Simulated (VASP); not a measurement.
# HfN (rocksalt type) (Fm-3m) in VASP: notebook, part 3 of 3

VASP 6.6.1. The steps go on from the part before.

## Step 5: Single point, r2SCAN (9.27 Å³/atom)

This run uses another cell than the first one, of 9.27 Å³/atom.

The input, POSCAR:

```
HfN
1.0
    0.0000000000      2.1005512509      2.1005512509
    2.1005512509      0.0000000000      2.1005512509
    2.1005512509      2.1005512509      0.0000000000
Hf N
1 1
Direct
    0.0000000000      0.0000000000      0.0000000000
    0.5000000000      0.5000000000      0.5000000000
```

The input, INCAR.step1:

```
SYSTEM = HfN
  ALGO = Normal
  EDIFF = 1E-4
  ENCUT = 520
  GGA = PE
  ISMEAR = -1
  LASPH = .True.
  LCHARG = .False.
  LREAL = .False.
  LWAVE = .True.
  NBANDS = 14
  NELM = 80
  PREC = Accurate
  SIGMA = 0.1
```

The input, INCAR.step2:

```
SYSTEM = HfN
  ALGO = Normal
  EDIFF = 1E-6
  ENCUT = 520
  ISIF = 2
  ISMEAR = -1
  ISTART = 1
  LASPH = .True.
  LCHARG = .False.
  LMIXTAU = .True.
  LREAL = .False.
  LWAVE = .False.
  METAGGA = R2SCAN
  NBANDS = 14
  NELM = 80
  PREC = Accurate
  SIGMA = 0.1
```

The input, KPOINTS:

```
k-points
0
Gamma
  15 15 15
  0 0 0
```

Potentials or basis: VASP PAW PBE potentials, release 64 (Hf_pv, N).

Run with:

```
cat potpaw_PBE.64/Hf_pv/POTCAR potpaw_PBE.64/N/POTCAR > POTCAR
cp INCAR.step1 INCAR
mpirun -np 1 vasp_std > vasp.out
cp INCAR.step2 INCAR
mpirun -np 1 vasp_std > vasp.out
```

OUTCAR:

```text
SYSTEM = HfN
   EDIFF = 1E-6
   ENCUT = 520
   ISIF = 2
   ISMEAR = -1
   ISTART = 1
   LASPH = .True.
   LREAL = .False.
   METAGGA = R2SCAN
   NELM = 80
   PREC = Accurate

 ion  position               nearest neighbor table
   1  0.000  0.000  0.000-   2 2.10   2 2.10   2 2.10   2 2.10   2 2.10   2 2.10
   2  0.500  0.500  0.500-   1 2.10   1 2.10   1 2.10   1 2.10   1 2.10   1 2.10

  LATTYP: Found a face centered cubic cell.
 ALAT       =     4.2011025018

  Lattice vectors:

 A1 = (   0.0000000000,   2.1005512509,   2.1005512509)
 A2 = (   2.1005512509,   0.0000000000,   2.1005512509)
 A3 = (   2.1005512509,   2.1005512509,   0.0000000000)

Analysis of symmetry for initial positions (statically):
=====================================================================
 Subroutine PRICEL returns:
 Original cell was already a primitive cell.

 Routine SETGRP: Setting up the symmetry group for a
 face centered cubic supercell.

 Subroutine GETGRP returns: Found 48 space group operations
 (whereof 48 operations were pure point group operations)
 out of a pool of 48 trial point group operations.

The static configuration has the point symmetry O_h .

Analysis of symmetry for dynamics (positions and initial velocities):
=====================================================================
 Subroutine PRICEL returns:
 Original cell was already a primitive cell.

 Routine SETGRP: Setting up the symmetry group for a
 face centered cubic supercell.

 Subroutine GETGRP returns: Found 48 space group operations
 (whereof 48 operations were pure point group operations)
 out of a pool of 48 trial point group operations.

The dynamic configuration has the point symmetry O_h .

 Subroutine INISYM returns: Found 48 space group operations
 (whereof 48 operations are pure point group operations),
 and found     1 'primitive' translations

----------------------------------------------------------------------------------------

                                     Primitive cell

  volume of cell :      18.5366
[... 119 lines left out ...]
   LRPA    =     F    only Hartree local field effects (RPA)
 non-spin polarized calculation
  energy-cutoff  :      520.00
  volume of cell :       18.54
 maximum number of plane-waves:       531
 NGX is ok and might be reduce to    24
   NGX = 11   NGY = 11   NGZ = 11

 number of electron      15.0000001 magnetization

 Free energy of the ion-electron system (eV)
  ---------------------------------------------------
  ext. energy  EPLUGINS =         0.00000000
  ---------------------------------------------------
  free energy    TOTEN  =       -57.11960130 eV

  energy without entropy =      -57.10439552  energy(sigma->0) =      -57.11199841

 E-fermi :  10.5816     XC(G=0): -14.8993

 val. band max:       10.5797895644   @ k =   0.2667   0.0667   0.0000
 cond. band min:      10.5912945126   @ k =   0.1333   0.0000   0.0000
 fundamental gap:      0.0115049482
 Fermi energy:        10.5816218783

 k-point     1 :       0.0000    0.0000    0.0000
  band No.  band energies     occupation
      1     -21.0386      2.00000
      2     -21.0386      2.00000
      3     -21.0386      2.00000
      4      -9.3915      2.00000
      5       6.9336      2.00000
      6       6.9336      2.00000
      7       6.9336      2.00000
      8      10.0762      1.98731
      9      10.0762      1.98731
     10      10.0762      1.98731
     11      13.1493      0.00000
     12      13.1493      0.00000
     13      15.1297      0.00000
     14      21.2357      0.00000
[... 377 lines left out ...]
      1     -21.6899      2.00000
      2     -21.1996      2.00000
      3     -21.1776      2.00000
      4      -8.1644      2.00000
      5       3.3186      2.00000
      6       5.8068      2.00000
      7       5.9449      2.00000
      8       8.8304      2.00000
      9      12.6874      0.00000
     10      12.6925      0.00000
     11      14.2203      0.00000
     12      15.5375      0.00000
     13      19.1609      0.00000
     14      22.7194      0.00000

 [... further k-points ...]

------------------------ aborting loop because EDIFF is reached ----------------------------------------

  FORCE on cell =-STRESS in cart. coord.  units (eV):
  Direction    XX          YY          ZZ          XY          YZ          ZX
  --------------------------------------------------------------------------------------
  -------------------------------------------------------------------------------------
  Total       11.3573578     11.3573578     11.3573578     -0.0000000     -0.0000000      0.0000000
  in kB      981.6531138    981.6531138    981.6531138     -0.0000000     -0.0000000      0.0000000
  external PRESSURE =     981.6531138 kB  Pullay stress =       0.0000000 kB

 VOLUME and BASIS-vectors are now :
 -----------------------------------------------------------------------------
  energy-cutoff  :      520.00
  volume of cell :       18.54
      direct lattice vectors                 reciprocal lattice vectors
     0.000000000  2.100551251  2.100551251    -0.238032754  0.238032754  0.238032754
     2.100551251  0.000000000  2.100551251     0.238032754 -0.238032754  0.238032754
     2.100551251  2.100551251  0.000000000     0.238032754  0.238032754 -0.238032754

 POSITION                                       TOTAL-FORCE (eV/Angst)
 -----------------------------------------------------------------------------------
      0.00000      0.00000      0.00000         0.000000      0.000000     -0.000000
      2.10055      2.10055      2.10055        -0.000000     -0.000000      0.000000
 -----------------------------------------------------------------------------------
    total drift:                                0.000000     -0.000000     -0.000000

  FREE ENERGIE OF THE ION-ELECTRON SYSTEM (eV)
  ---------------------------------------------------
  free  energy   TOTEN  =       -57.1196012962 eV

  energy  without entropy=      -57.1043955217  energy(sigma->0) =      -57.11199841
```

OSZICAR.step1:

```text
N       E                     dE             d eps       ncg     rms          rms(c)
DAV:   1     0.412630269651E+02    0.41263E+02   -0.79302E+03  3376   0.104E+03
DAV:   2    -0.219225386696E+02   -0.63186E+02   -0.58987E+02  4268   0.247E+02
DAV:   3    -0.236273172603E+02   -0.17048E+01   -0.17000E+01  3894   0.338E+01
DAV:   4    -0.236313629118E+02   -0.40457E-02   -0.40453E-02  4110   0.191E+00
DAV:   5    -0.236313785978E+02   -0.15686E-04   -0.15686E-04  3732   0.103E-01    0.766E+01
DAV:   6    -0.205156271244E+02    0.31158E+01   -0.74949E+00  4218   0.239E+01    0.600E+01
DAV:   7    -0.205396312656E+02   -0.24004E-01   -0.78052E-01  4176   0.608E+00    0.291E+01
DAV:   8    -0.205312296285E+02    0.84016E-02   -0.35721E-02  4296   0.148E+00    0.371E+00
DAV:   9    -0.205287198957E+02    0.25097E-02   -0.18775E-02  3918   0.100E+00    0.189E+00
DAV:  10    -0.205279277129E+02    0.79218E-03   -0.30019E-03  3936   0.473E-01    0.117E-01
DAV:  11    -0.205279084896E+02    0.19223E-04   -0.10826E-04  2346   0.101E-01
   1 F= -.20527908E+02 E0= -.20520105E+02  d E =-.156065E-01
```

Run time: 3.2 min. Hardware: 1 thread of Intel Xeon 8259CL, shared host; peak memory 0.17 GiB.

Results:

```yaml
Free_energy: -57.1196 eV
Pressure: 98.2 GPa
Band_gap_on_the_k_mesh: zero (an odd number of electrons rules out a gap without spin polarisation)
```

Caveat: the cell stands under pressure; the PAW data sets were made with another functional, which shifts forces and pressure a little; spin-orbit coupling is left out, which moves the levels of the heavy elements.

## Step 6: Summary

```tsv
cell	gap on the mesh (eV)	pressure (GPa)
a = 2.622 Å, angles 60.0°, 2 atoms	none	591.0
a = 2.758 Å, angles 60.0°, 2 atoms	none	320.9
a = 2.868 Å, angles 60.0°, 2 atoms	none	182.9
a = 2.971 Å, angles 60.0°, 2 atoms	none	98.2
```

Alike in all rows: task single point; level r2SCAN; potentials or basis VASP PAW PBE potentials, release 64 (Hf_pv, N); no spin polarisation; k mesh 15 × 15 × 15; cutoff (eV) 520; smearing fermi-dirac 0.1 eV.

Caveats: the cell stands under pressure; the PAW data sets were made with another functional, which shifts forces and pressure a little; spin-orbit coupling is left out, which moves the levels of the heavy elements.

Absolute energies hang on the potentials; compare differences alone.

The gap in the log of VASP goes by the Fermi energy; the results here count the filled bands.